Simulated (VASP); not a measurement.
# Pt (Fm-3m) in VASP: a series of runs, part 2 of 2

VASP 6.6.1. The steps go on from the part before.

## (3) Single point, LDA (volume scaled by 0.96)

The input, INCAR:

```
SYSTEM = Pt
PREC = Accurate
ENCUT = 520
EDIFF = 1E-6
ISMEAR = -1
SIGMA = 0.05
LREAL = .False.
LASPH = .True.
NELM = 80
ALGO = Normal
ISIF = 2
LWAVE = .False.
LCHARG = .False.
NBANDS = 11
```

The input, KPOINTS:

```
Automatic mesh
0
Gamma
  12 12 12
  0 0 0
```

The input, POSCAR:

```
Pt
1.0
    0.0000000000      1.9343981026      1.9343981026
    1.9343981026      0.0000000000      1.9343981026
    1.9343981026      1.9343981026      0.0000000000
Pt
1
Direct
    0.0000000000      0.0000000000      0.0000000000
```

Potentials or basis: VASP PAW LDA potentials, release 64 (Pt).

Started as:

```sh
cat potpaw_LDA.64/Pt/POTCAR > POTCAR
mpirun -np 1 vasp_std > vasp.out
```

OUTCAR:

```text
SYSTEM = Pt
   PREC = Accurate
   ENCUT = 520
   EDIFF = 1E-6
   ISMEAR = -1
   LREAL = .False.
   LASPH = .True.
   NELM = 80
   ISIF = 2

 ion  position               nearest neighbor table
   1  0.000  0.000  0.000-

  LATTYP: Found a face centered cubic cell.
 ALAT       =     3.8687962052

  Lattice vectors:

 A1 = (   0.0000000000,   1.9343981026,   1.9343981026)
 A2 = (   1.9343981026,   0.0000000000,   1.9343981026)
 A3 = (   1.9343981026,   1.9343981026,   0.0000000000)

Analysis of symmetry for initial positions (statically):
=====================================================================
 Subroutine PRICEL returns:
 Original cell was already a primitive cell.

 Routine SETGRP: Setting up the symmetry group for a
 face centered cubic supercell.

 Subroutine GETGRP returns: Found 48 space group operations
 (whereof 48 operations were pure point group operations)
 out of a pool of 48 trial point group operations.

The static configuration has the point symmetry O_h .

Analysis of symmetry for dynamics (positions and initial velocities):
=====================================================================
[... 160 lines left out ...]
 cond. band min:      11.9853242040   @ k =   0.4167   0.4167   0.0000
 fundamental gap:      0.0027232496
 Fermi energy:        11.9827358183

 k-point     1 :       0.0000    0.0000    0.0000
  band No.  band energies     occupation
      1       1.2411      2.00000
      2       7.8834      2.00000
      3       7.8834      2.00000
      4       7.8834      2.00000
      5      10.2283      2.00000
      6      10.2283      2.00000
      7      26.4458      0.00000
      8      31.6021      0.00000
      9      31.6021      0.00000
     10      31.6021      0.00000
     11      37.2043      0.00000
[... 309 lines left out ...]
 k-point    24 :      -0.4167    0.1667    0.0000
  band No.  band energies     occupation
      1       5.0163      2.00000
      2       7.2013      2.00000
      3       8.5537      2.00000
      4       8.8539      2.00000
      5      11.6496      1.99745
      6      15.0799      0.00000
      7      18.2563      0.00000
      8      26.9568      0.00000
      9      29.0415      0.00000
     10      30.8164      0.00000
     11      39.2640      0.00000

 [... further k-points ...]
[... 5 lines left out ...]
  --------------------------------------------------------------------------------------
  -------------------------------------------------------------------------------------
  Total        0.6590055      0.6590055      0.6590055      0.0000000      0.0000000      0.0000000
  in kB       72.9343377     72.9343377     72.9343377      0.0000000      0.0000000      0.0000000
  external PRESSURE =      72.9343377 kB  Pullay stress =       0.0000000 kB

 VOLUME and BASIS-vectors are now :
 -----------------------------------------------------------------------------
  energy-cutoff  :      520.00
  volume of cell :       14.48
      direct lattice vectors                 reciprocal lattice vectors
     0.000000000  1.934398103  1.934398103    -0.258478335  0.258478335  0.258478335
     1.934398103  0.000000000  1.934398103     0.258478335 -0.258478335  0.258478335
     1.934398103  1.934398103  0.000000000     0.258478335  0.258478335 -0.258478335

 POSITION                                       TOTAL-FORCE (eV/Angst)
 -----------------------------------------------------------------------------------
      0.00000      0.00000      0.00000        -0.000000      0.000000     -0.000000
 -----------------------------------------------------------------------------------
    total drift:                                0.000000      0.000000      0.000000

  FREE ENERGIE OF THE ION-ELECTRON SYSTEM (eV)
  ---------------------------------------------------
  free  energy   TOTEN  =        -7.5073851719 eV

  energy  without entropy=       -7.4924017316  energy(sigma->0) =       -7.49989345
```

stdout:

```text
POSCAR found type information on POSCAR Pt
 POSCAR found :  1 types and       1 ions
 scaLAPACK will be used
 LDA part: xc-table for (Slater(with rela. corr.)+CA(PZ))
 , standard interpolation
 POSCAR, INCAR and KPOINTS ok, starting setup
 FFT: planning ... GRIDC
 FFT: planning ... GRID_SOFT
 FFT: planning ... GRID
 WAVECAR not read
 entering main loop
```

It took 7.4 s on 1 thread of Intel Xeon Platinum 8259CL at 2.50GHz (Skylake/Cascade Lake), shared host; peak memory 0.12 GiB.

What came out:

* Free energy: -7.5074 eV
* Pressure: 7.3 GPa
* Band gap on the k mesh: zero (band 5 reaches 12.51 eV, above the bottom of band 6 at 10.11 eV)

Caveat: the cell differs from its parent crystal (volume scaled by 0.96); spin-orbit coupling is left out, which moves the levels of the heavy elements.

## (4) Single point, LDA (volume scaled by 0.98)

The input, INCAR:

```
SYSTEM = Pt
PREC = Accurate
ENCUT = 520
EDIFF = 1E-6
ISMEAR = -1
SIGMA = 0.05
LREAL = .FALSE.
LASPH = .TRUE.
NELM = 60
ALGO = Normal
ISIF = 2
LWAVE = .FALSE.
LCHARG = .FALSE.
GGA = CA
NBANDS = 11
```

The input, KPOINTS:

```
Automatic mesh
0
G
  12 12 12
  0 0 0
```

The input, POSCAR:

```
Pt
1.0
    0.0000000000      1.9477392008      1.9477392008
    1.9477392008      0.0000000000      1.9477392008
    1.9477392008      1.9477392008      0.0000000000
Pt
1
Direct
    0.0000000000      0.0000000000      0.0000000000
```

Potentials or basis: VASP PAW LDA potentials, release 64 (Pt).

Started as:

```sh
cat potpaw_LDA.64/Pt/POTCAR > POTCAR
mpirun -np 1 vasp_std > vasp.out
```

OUTCAR:

```text
SYSTEM = Pt
   PREC = Accurate
   ENCUT = 520
   EDIFF = 1E-6
   ISMEAR = -1
   LREAL = .FALSE.
   LASPH = .TRUE.
   NELM = 60
   ISIF = 2
   GGA = CA

 ion  position               nearest neighbor table
   1  0.000  0.000  0.000-

  LATTYP: Found a face centered cubic cell.
 ALAT       =     3.8954784016

  Lattice vectors:

 A1 = (   0.0000000000,   1.9477392008,   1.9477392008)
 A2 = (   1.9477392008,   0.0000000000,   1.9477392008)
 A3 = (   1.9477392008,   1.9477392008,   0.0000000000)

Analysis of symmetry for initial positions (statically):
[... 506 lines left out ...]
      6      14.6183      0.00000
      7      17.6959      0.00000
      8      26.4496      0.00000
      9      28.5171      0.00000
     10      30.2122      0.00000
     11      38.6240      0.00000

 [... further k-points ...]
[... 5 lines left out ...]
  --------------------------------------------------------------------------------------
  -------------------------------------------------------------------------------------
  Total        0.0529252      0.0529252      0.0529252      0.0000000      0.0000000      0.0000000
  in kB        5.7378701      5.7378701      5.7378701      0.0000000      0.0000000      0.0000000
  external PRESSURE =       5.7378701 kB  Pullay stress =       0.0000000 kB

 VOLUME and BASIS-vectors are now :
 -----------------------------------------------------------------------------
  energy-cutoff  :      520.00
  volume of cell :       14.78
      direct lattice vectors                 reciprocal lattice vectors
     0.000000000  1.947739201  1.947739201    -0.256707879  0.256707879  0.256707879
     1.947739201  0.000000000  1.947739201     0.256707879 -0.256707879  0.256707879
     1.947739201  1.947739201  0.000000000     0.256707879  0.256707879 -0.256707879

 POSITION                                       TOTAL-FORCE (eV/Angst)
 -----------------------------------------------------------------------------------
      0.00000      0.00000      0.00000        -0.000000      0.000000     -0.000000
 -----------------------------------------------------------------------------------
    total drift:                                0.000000      0.000000      0.000000

  FREE ENERGIE OF THE ION-ELECTRON SYSTEM (eV)
  ---------------------------------------------------
  free  energy   TOTEN  =        -7.5149073355 eV

  energy  without entropy=       -7.4997044849  energy(sigma->0) =       -7.50730591
```

OSZICAR:

```text
N       E                     dE             d eps       ncg     rms          rms(c)
DAV:   1     0.385310514803E+02    0.38531E+02   -0.54477E+03  1632   0.851E+02
DAV:   2    -0.737713281853E+01   -0.45908E+02   -0.44091E+02  1805   0.179E+02
DAV:   3    -0.794253494467E+01   -0.56540E+00   -0.56148E+00  1830   0.190E+01
DAV:   4    -0.794462042049E+01   -0.20855E-02   -0.20853E-02  1833   0.134E+00
DAV:   5    -0.794463615024E+01   -0.15730E-04   -0.15729E-04  1857   0.110E-01    0.141E+01
DAV:   6    -0.756413353810E+01    0.38050E+00   -0.85335E-01  1725   0.731E+00    0.724E+00
DAV:   7    -0.751974638159E+01    0.44387E-01   -0.15185E-01  1824   0.292E+00    0.263E+00
DAV:   8    -0.751533057372E+01    0.44158E-02   -0.10342E-02  1719   0.942E-01    0.694E-01
DAV:   9    -0.751490310486E+01    0.42747E-03   -0.74895E-04  1752   0.241E-01    0.114E-02
DAV:  10    -0.751490710669E+01   -0.40018E-05   -0.68556E-06  1948   0.197E-02    0.350E-03
DAV:  11    -0.751490733554E+01   -0.22885E-06   -0.12241E-07  1008   0.333E-03
   1 F= -.75149073E+01 E0= -.75073059E+01  d E =-.152029E-01
```

stdout:

```text
POSCAR found type information on POSCAR Pt
 POSCAR found :  1 types and       1 ions
 scaLAPACK will be used
 LDA part: xc-table for (Slater(with rela. corr.)+CA(PZ))
 , standard interpolation
 POSCAR, INCAR and KPOINTS ok, starting setup
 FFT: planning ... GRIDC
 FFT: planning ... GRID_SOFT
 FFT: planning ... GRID
 WAVECAR not read
 entering main loop
```

Run time: 6.8 s. Hardware: 1 thread of Intel Xeon Platinum 8259CL at 2.50GHz (Skylake/Cascade Lake), shared host; peak memory 0.12 GiB.

Results:

```yaml
Free_energy: -7.5149 eV
Pressure: 0.6 GPa
Band_gap_on_the_k_mesh: zero (band 5 reaches 12.07 eV, above the bottom of band 6 at 9.75 eV)
```

Caveat: the cell differs from its parent crystal (volume scaled by 0.98); spin-orbit coupling is left out, which moves the levels of the heavy elements.

## (5) Single point, LDA

This run uses another cell than the first one, of 15.08 Å³/atom, 1.064 times its volume.

The input, INCAR:

```
  PREC = Accurate
  ENCUT = 520
  EDIFF = 1E-6
  ISMEAR = -1
  SIGMA = 0.05
  LREAL = False
  LASPH = True
  NELM = 80
  ALGO = Normal
  ISIF = 2
  LWAVE = False
  LCHARG = True
  LELF = True
  LVHAR = True
  NBANDS = 11
```

The input, KPOINTS:

```
regular mesh
0
Gamma
  12 12 12
```

The input, POSCAR:

```
Pt
1.0
    0.0000000000      1.9609000000      1.9609000000
    1.9609000000      0.0000000000      1.9609000000
    1.9609000000      1.9609000000      0.0000000000
Pt
1
Direct
    0.0000000000      0.0000000000      0.0000000000
```

Started as:

```sh
cat potpaw_LDA.64/Pt/POTCAR > POTCAR
mpirun -np 1 vasp_std > vasp.out
```

Run time: 9.2 s. Hardware: 1 thread of Intel Xeon Platinum 8259CL at 2.50GHz (Skylake/Cascade Lake), shared host; peak memory 0.14 GiB.

It converged, with:

* Free energy: -7.5106 eV
* Pressure: -5.3 GPa
* Band gap on the k mesh: zero (band 5 reaches 11.64 eV, above the bottom of band 6 at 9.42 eV)

Levels at points of the mesh, in eV from the Fermi level:
```
           k point  band 3  band 4  band 5  band 6  band 7  band 8
(0.00, 0.00, 0.00)   -3.84   -3.84   -1.64   -1.64   14.60   19.52
(0.50, 0.00, 0.00)   -3.89   -0.51    0.03    0.03    5.81   14.16
(0.50, 0.50, 0.00)    0.01    0.48    0.48    1.74    8.85   11.31
```

Caveat: spin-orbit coupling is left out, which moves the levels of the heavy elements.

## (6) Single point, LDA (volume scaled by 1.02)

The input, INCAR:

```
SYSTEM = Pt
  ALGO = Normal
  EDIFF = 1E-6
  ENCUT = 520
  ISIF = 2
  ISMEAR = -1
  LASPH = .TRUE.
  LCHARG = .TRUE.
  LELF = .TRUE.
  LREAL = .FALSE.
  LVHAR = .TRUE.
  LWAVE = .FALSE.
  NBANDS = 11
  NELM = 100
  PREC = Accurate
  SIGMA = 0.05
```

The input, KPOINTS:

```
k-points
0
G
  12 12 12
  0 0 0
```

The input, POSCAR:

```
Pt
1.0
    0.0000000000      1.9738864712      1.9738864712
    1.9738864712      0.0000000000      1.9738864712
    1.9738864712      1.9738864712      0.0000000000
Pt
1
Direct
    0.0000000000      0.0000000000      0.0000000000
```

Potentials or basis: VASP PAW LDA potentials, release 64 (Pt).

Started as:

```sh
cat potpaw_LDA.64/Pt/POTCAR > POTCAR
mpirun -np 1 vasp_std > vasp.out
```

Run time: 8.2 s. Hardware: 1 thread of Intel Xeon Platinum 8259CL at 2.50GHz (Skylake/Cascade Lake), shared host; peak memory 0.14 GiB.

It converged, with:

```
Free energy            : -7.4958 eV
Pressure               : -10.5 GPa
Band gap on the k mesh : zero (band 5 reaches 11.24 eV, above the bottom of band 6 at 9.09 eV)
```

Levels at points of the mesh, in eV from the Fermi level:
| k point | band 3 | band 4 | band 5 | band 6 | band 7 | band 8 |
| --- | --- | --- | --- | --- | --- | --- |
| (0.00, 0.00, 0.00) | -3.71 | -3.71 | -1.59 | -1.59 | 14.66 | 19.46 |
| (0.50, 0.00, 0.00) | -3.76 | -0.43 | 0.03 | 0.03 | 5.66 | 14.21 |
| (0.50, 0.50, 0.00) | 0.01 | 0.46 | 0.46 | 1.78 | 8.63 | 11.25 |

Caveat: the cell differs from its parent crystal (volume scaled by 1.02); spin-orbit coupling is left out, which moves the levels of the heavy elements.

## (7) Overview

| cell | gap on the mesh (eV) | pressure (GPa) |
| --- | --- | --- |
| a = 2.717 Å, angles 60.0°, 1 atom | none | 14.9 |
| a = 2.736 Å, angles 60.0°, 1 atom | none | 7.3 |
| a = 2.755 Å, angles 60.0°, 1 atom | none | 0.6 |
| a = 2.773 Å, angles 60.0°, 1 atom | none | -5.3 |
| a = 2.791 Å, angles 60.0°, 1 atom | none | -10.5 |

Alike in all rows: task single point; level LDA; potentials or basis VASP PAW LDA potentials, release 64 (Pt); no spin polarisation; k mesh 12 × 12 × 12; cutoff (eV) 520; smearing fermi-dirac 0.05 eV.

Caveats: spin-orbit coupling is left out, which moves the levels of the heavy elements.

Absolute energies hang on the potentials; compare differences alone.
